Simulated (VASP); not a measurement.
# GaP (F-43m) in VASP: vibrations by perturbation theory with LDA

Aim: the vibrations by perturbation theory of GaP with LDA.

Everything below comes from runs of VASP 6.6.1. Logs are shortened: lines on timing, memory, paths and dates and some standing lists are left out, and cuts for length are marked.

## 1. The cell of the first run

It takes space group F-43m (No. 216, cubic). The conventional cell has a = 5.391 Å, b = 5.391 Å, c = 5.391 Å, α = 90.00°, β = 90.00°, γ = 90.00°. Ga (site symmetry -43m) has 4 P at 2.33 Å within 3.1 Å. Within 3.1 Å of P (site symmetry -43m) lie 4 Ga at 2.33 Å.

## 2. Vibrations by perturbation theory, LDA

File INCAR:

```
PREC     = Accurate       # precision mode
ENCUT    = 500            # plane-wave cutoff, eV
EDIFF    = 1E-8           # SCF threshold, eV
ISMEAR   = 0              # smearing method
SIGMA    = 0.01           # smearing width, eV
LREAL    = False          # projectors in reciprocal space
LASPH    = True           # aspherical terms in the spheres
NELM     = 120            # most SCF steps
ALGO     = Normal         # electronic algorithm
ISIF     = 2              # what is computed and relaxed
LWAVE    = False          # write WAVECAR
LCHARG   = False          # write CHGCAR
IBRION   = 8              # ionic algorithm
NSW      = 1              # ionic steps
LEPSILON = True           # dielectric tensor by DFPT
GGA_COMPAT= False
```

File KPOINTS:

```
regular mesh
0
Gamma
  8 8 8
```

File POSCAR:

```
GaP
1.0
    0.0000000000      2.6956500631      2.6956500631
    2.6956500631      0.0000000000      2.6956500631
    2.6956500631      2.6956500631      0.0000000000
Ga P
1 1
Direct
    0.0000000000      0.0000000000      0.0000000000
    0.2500000000      0.2500000000      0.2500000000
```

Potentials or basis: VASP PAW LDA potentials, release 64 (Ga_d, P).

Run with:

```sh
cat potpaw_LDA.64/Ga_d/POTCAR potpaw_LDA.64/P/POTCAR > POTCAR
mpirun -np 1 vasp_std > vasp.out
```

OUTCAR:

```text
PREC = Accurate
   ENCUT = 500
   EDIFF = 1E-8
   ISMEAR = 0
   LREAL = False
   LASPH = True
   NELM = 120
   ISIF = 2
   IBRION = 8
   NSW = 1
   LEPSILON = True

 ion  position               nearest neighbor table
   1  0.000  0.000  0.000-   2 2.33   2 2.33   2 2.33   2 2.33
   2  0.250  0.250  0.250-   1 2.33   1 2.33   1 2.33   1 2.33

  LATTYP: Found a face centered cubic cell.
 ALAT       =     5.3913001262

  Lattice vectors:

 A1 = (   0.0000000000,   2.6956500631,   2.6956500631)
 A2 = (   2.6956500631,   0.0000000000,   2.6956500631)
 A3 = (   2.6956500631,   2.6956500631,   0.0000000000)

Analysis of symmetry for initial positions (statically):
=====================================================================
 Subroutine PRICEL returns:
 Original cell was already a primitive cell.

 Routine SETGRP: Setting up the symmetry group for a
 face centered cubic supercell.

 Subroutine GETGRP returns: Found 24 space group operations
 (whereof 24 operations were pure point group operations)
 out of a pool of 48 trial point group operations.

The static configuration has the point symmetry T_d .

Analysis of symmetry for dynamics (positions and initial velocities):
=====================================================================
 Subroutine PRICEL returns:
 Original cell was already a primitive cell.

 Routine SETGRP: Setting up the symmetry group for a
 face centered cubic supercell.

 Subroutine GETGRP returns: Found 24 space group operations
 (whereof 24 operations were pure point group operations)
 out of a pool of 48 trial point group operations.

The dynamic configuration has the point symmetry T_d .

 Subroutine INISYM returns: Found 24 space group operations
 (whereof 24 operations are pure point group operations),
 and found     1 'primitive' translations

----------------------------------------------------------------------------------------

                                     Primitive cell
[... 614 lines left out ...]

 MACROSCOPIC STATIC DIELECTRIC TENSOR (including local field effects in DFT)
 ------------------------------------------------------
          11.461964     0.000000    -0.000000
          -0.000000    11.461964    -0.000000
           0.000000     0.000000    11.461964
 ------------------------------------------------------

 PIEZOELECTRIC TENSOR (including local field effects)  for field in x, y, z        (e  Angst)
          XX          YY          ZZ          XY          YZ          ZX
  --------------------------------------------------------------------------------
  x    -0.00000    -0.00000     0.00000     0.00000    -1.92242     0.00000
  y     0.00000    -0.00000     0.00000     0.00000     0.00000    -1.92242
  z    -0.00000     0.00000     0.00000    -1.92242     0.00000     0.00000

 PIEZOELECTRIC TENSOR (including local field effects)  for field in x, y, z        (C/m^2)
          XX          YY          ZZ          XY          YZ          ZX
  --------------------------------------------------------------------------------
  x    -0.00000    -0.00000     0.00000     0.00000    -0.78621     0.00000
  y     0.00000    -0.00000     0.00000     0.00000     0.00000    -0.78621
  z    -0.00000     0.00000     0.00000    -0.78621     0.00000     0.00000

 BORN EFFECTIVE CHARGES (including local field effects) (in |e|, cummulative output)
 ---------------------------------------------------------------------------------
 ion    1
    1     2.11740     0.00000    -0.00000
    2     0.00000     2.11740    -0.00000
    3     0.00000     0.00000     2.11740
 ion    2
    1    -2.11740    -0.00000     0.00000
    2    -0.00000    -2.11740     0.00000
    3    -0.00000    -0.00000    -2.11740

 INTERNAL STRAIN TENSOR FOR ION    2 for displacements in x,y,z  (eV/Angst):
          X           Y           Z          XY          YZ          ZX
  --------------------------------------------------------------------------------
  x     0.00000    -0.00000    -0.00000     0.00000    -7.77291     0.00000
  y    -0.00000     0.00000    -0.00000     0.00000     0.00000    -7.77291
  z    -0.00000    -0.00000     0.00000    -7.77291     0.00000     0.00000

 SECOND DERIVATIVES (NOT SYMMETRIZED)
 ------------------------------------
               1X          1Y          1Z          2X          2Y          2Z
  1X   -10.505760    0.000000    0.000000   10.505760    0.000000    0.000000
  1Y     0.000000  -10.505760    0.000000    0.000000   10.505760    0.000000
  1Z     0.000000    0.000000  -10.505760    0.000000    0.000000   10.505760
  2X    10.503822    0.000000    0.000000  -10.503822    0.000000    0.000000
  2Y     0.000000   10.503822    0.000000    0.000000  -10.503822    0.000000
  2Z     0.000000    0.000000   10.503822    0.000000    0.000000  -10.503822

 Eigenvectors and eigenvalues of the dynamical matrix
 ----------------------------------------------------

   1 f  =   10.941033 THz    68.744536 2PiTHz  364.953566 cm-1    45.248455 meV
             X         Y         Z           dx          dy          dz
      0.000000  0.000000  0.000000     0.554649    0.000000    0.000000
      1.347825  1.347825  1.347825    -0.832085    0.000000    0.000000
[... 21 lines left out ...]
   6 f/i=    0.000466 THz     0.002927 2PiTHz    0.015541 cm-1     0.001927 meV
             X         Y         Z           dx          dy          dz
      0.000000  0.000000  0.000000     0.192775    0.799806   -0.124548
      1.347825  1.347825  1.347825     0.128499    0.533133   -0.083021

--------------------------------------------------------------------------------------------------------

 MACROSCOPIC STATIC DIELECTRIC TENSOR IONIC CONTRIBUTION
 ------------------------------------------------------
           1.971358     0.000000     0.000000
           0.000000     1.971358    -0.000000
           0.000000    -0.000000     1.971358
 ------------------------------------------------------

 ELASTIC MODULI CONTR FROM IONIC RELAXATION (kBar)
 Direction    XX          YY          ZZ          XY          YZ          ZX
 --------------------------------------------------------------------------------
 XX          -0.0000      0.0000      0.0000     -0.0000      0.0000      0.0000
 YY           0.0000     -0.0000     -0.0000     -0.0000     -0.0000     -0.0000
 ZZ           0.0000     -0.0000     -0.0000      0.0000     -0.0000      0.0000
 XY          -0.0000     -0.0000      0.0000   -232.4174      0.0000      0.0000
 YZ           0.0000     -0.0000     -0.0000      0.0000   -232.4174      0.0000
 ZX           0.0000     -0.0000      0.0000      0.0000      0.0000   -232.4174
 --------------------------------------------------------------------------------

 PIEZOELECTRIC TENSOR IONIC CONTR  for field in x, y, z        (C/m^2)
          XX          YY          ZZ          XY          YZ          ZX
  --------------------------------------------------------------------------------
  x    -0.00000     0.00000     0.00000    -0.00000     0.63693     0.00000
  y    -0.00000     0.00000    -0.00000    -0.00000     0.00000     0.63693
  z     0.00000     0.00000    -0.00000     0.63693     0.00000     0.00000
```

OSZICAR:

```text
N       E                     dE             d eps       ncg     rms          rms(c)
DAV:   1     0.735348255103E+02    0.73535E+02   -0.93658E+03   786   0.194E+03
DAV:   2    -0.494892777207E+01   -0.78484E+02   -0.75285E+02   829   0.317E+02
[... 206 lines left out ...]
RMM:   7    -0.476681943424E-01   -0.32789E-05   -0.12754E-06  4959   0.387E-03    0.205E-03
RMM:   8    -0.476661364834E-01    0.20579E-05   -0.80712E-07  4818   0.142E-03    0.625E-05
RMM:   9    -0.476656848891E-01    0.45159E-06   -0.38234E-08  4926   0.437E-04    0.115E-04
RMM:  10    -0.476654028732E-01    0.28202E-06   -0.23560E-08  4763   0.147E-04    0.737E-06
RMM:  11    -0.476654712726E-01   -0.68399E-07   -0.15508E-08  4933   0.561E-05    0.369E-06
RMM:  12    -0.476654733288E-01   -0.20562E-08    0.47212E-09  4950   0.232E-05    0.113E-06
 Linear response finished
```

Run time: 12 min. Hardware: 1 thread of AMD EPYC 7R13, shared host; peak memory 0.22 GiB.

Results:

```yaml
Electronic_dielectric_tensor_diagonal: 11.46
Born_charges_mean_of_the_diagonal: Ga +2.12; P -2.12 e
Highest_phonon_frequency_at_Γ_LO-TO_splitting_left_out: 365 cm⁻¹
```

Phonon frequencies in cm⁻¹ (negative: imaginary):
```
              q point        frequencies
(0.000, 0.000, 0.000)  0 0 0 365 365 365
```

Electronic dielectric tensor:
```
11.46  0.00  0.00
 0.00 11.46  0.00
 0.00  0.00 11.46
```

Born effective charge tensors (e):
atom 1, Ga
```
2.12 0.00 0.00
0.00 2.12 0.00
0.00 0.00 2.12
```
atom 2, P
```
-2.12  0.00  0.00
 0.00 -2.12  0.00
 0.00  0.00 -2.12
```
